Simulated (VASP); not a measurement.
Write the native input for VASP 6.6.1 that does the following.

| Quantity | Value |
| --- | --- |
| Task | single point |
| Functional | r2SCAN |
| Potentials or basis | VASP PAW PBE potentials, release 64 (Cl) |
| Cutoff | 520 eV |
| k mesh | 6 × 6 × 6 |
| Occupations | gaussian, width 0.1 eV |
| Spin | no spin polarisation |
| Dipole correction | no |
| Further INCAR settings | ALGO = Normal; EDIFF = 1e-06; NBANDS = 14 |

The system is Cl.

```
Cl
1.0
     0.00000    3.19117    3.19117
     3.19117    0.00000    3.19117
     3.19117    3.19117    0.00000
Cl
2
Direct
  0.50000 0.50000 0.50000
  0.75000 0.75000 0.75000
```

These files were run (other wordings do the same):

POSCAR

```
Cl
1.0
    0.0000000000      3.1911737852      3.1911737852
    3.1911737852      0.0000000000      3.1911737852
    3.1911737852      3.1911737852      0.0000000000
Cl
2
Direct
    0.5000000000      0.5000000000      0.5000000000
    0.7500000000      0.7500000000      0.7500000000
```

INCAR.step1

```
PREC = Accurate ; ENCUT = 520
ISMEAR = 0 ; SIGMA = 0.1
LREAL = False ; LASPH = True
NELM = 100 ; NBANDS = 14
GGA = PE ; ALGO = Normal
EDIFF = 1E-4 ; LWAVE = True
LCHARG = False
```

INCAR.step2

```
PREC = Accurate ; ENCUT = 520
EDIFF = 1E-6 ; ISMEAR = 0
SIGMA = 0.1 ; LREAL = False
LASPH = True ; NELM = 100
ALGO = Normal ; ISIF = 2
LWAVE = False ; LCHARG = True
METAGGA = R2SCAN ; LMIXTAU = True
LELF = True ; LVHAR = True
NBANDS = 14 ; ISTART = 1
```

KPOINTS

```
regular mesh
0
Gamma
  6 6 6
```

Potentials or basis: VASP PAW PBE potentials, release 64 (Cl).

The run is started by

```bash
$ cat potpaw_PBE.64/Cl/POTCAR > POTCAR
$ cp INCAR.step1 INCAR
$ mpirun -np 1 vasp_std > vasp.out
$ cp INCAR.step2 INCAR
$ mpirun -np 1 vasp_std > vasp.out
```

Results of the run:

* Pressure: 0.2 GPa
* Band gap on the k mesh: zero (band 7 reaches -0.96 eV, above the bottom of band 8 at -2.26 eV)

Caveat: the PAW data sets were made with another functional, which shifts forces and pressure a little.

Run time: 23 s on 1 thread of Intel(R) Xeon(R) 6975P-C (Granite Rapids) (shared host), peak memory 0.2 GiB.
